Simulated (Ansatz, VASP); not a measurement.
SiNi in VASP and in Ansatz

```
Ni Si
1.0
     0.00000    2.35244    2.35244
     2.35244    0.00000    2.35244
     2.35244    2.35244    0.00000
Ni Si
1 1
Direct
  0.00000 0.00000 0.00000
  0.50000 0.50000 0.50000
```

Alike in both runs: functional r2SCAN; k mesh 16 × 16 × 16; occupations fermi-dirac, width 0.05 eV; no spin polarisation.

Ansatz relaxed the structure, and its values are those at the end. VASP's run is a single point on that final structure, the one shown.

```csv
,VASP,Ansatz
version,VASP 6.6.1,Ansatz 0.2.0
potentials or method,"VASP PAW PBE potentials, release 64 (Ni, Si)","PAW with Ansatz's default frozen-core files, scalar-relativistic"
plane-wave cutoff (eV),520,500
valence electrons in the cell,14,22
```

|  | VASP | Ansatz | Ansatz less VASP |
| --- | --- | --- | --- |
| pressure (GPa) | 0.0 | 0.0 | +0.05 |

VASP's potentials were made for PBE, not for r2SCAN. VASP's potentials hold 14 valence electrons a cell and Ansatz's 22, so a difference there can come from the potentials and not from the codes.
